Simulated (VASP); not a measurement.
Crystal: Fe2O3.

```
Fe O
1.0
     2.51900    1.45435    4.59067
    -2.51900    1.45435    4.59067
     0.00000   -2.90869    4.59067
Fe O
4 6
Cartesian
  0.0000 0.0000 4.8932
  0.0000 0.0000 1.9928
  0.0000 0.0000 8.8788
  0.0000 0.0000 11.7792
  0.7706 -1.5740 8.0337
  -1.7484 0.1197 8.0337
  0.9779 1.4543 8.0337
  -0.7706 1.5740 5.7383
  1.7484 -0.1197 5.7383
  -0.9779 -1.4543 5.7383
```

Base run:

| Quantity | Value |
| --- | --- |
| Program | VASP 6.6.1 |
| Functional | PBEsol |
| Potentials or basis | VASP PAW PBE potentials, release 64 (Fe, O) |
| Cutoff | 520 eV |
| k mesh | 7 × 7 × 7 |
| Occupations | fermi-dirac, width 0.05 eV |
| Spin | collinear spin, ferromagnetic start |
| Starting moments | [3.0, 3.0, 3.0, 3.0, 0.0, 0.0, 0.0, 0.0, 0.0, 0.0] μB |

Its results: pressure -13.4 GPa; net moment 13.29 μB per cell; site moments Fe +3.02; O +0.13 μB; largest force 0.983 eV/Å.

**Question.** After a change of settings the same cell gave: pressure 1.4 GPa; net moment 20.00 μB per cell; site moments Fe +4.34; O +0.37 μB; largest force 0.351 eV/Å. Which change was it?
A. cutoff from 520 eV to 600 eV; hubbard terms from none to Fe d U = 6.0 eV
B. cutoff from 520 eV to 600 eV; hubbard terms from none to Fe d U = 4.0 eV
C. functional from PBEsol to PBE; cutoff from 520 eV to 600 eV; dispersion from none to D3(BJ)

**Answer.** B.

Caveats: the PAW data sets were made with another functional, which shifts forces and pressure a little; only a ferromagnetic start was run, and an antiferromagnetic order may lie lower in energy; the cell stands under tension (at least some runs).
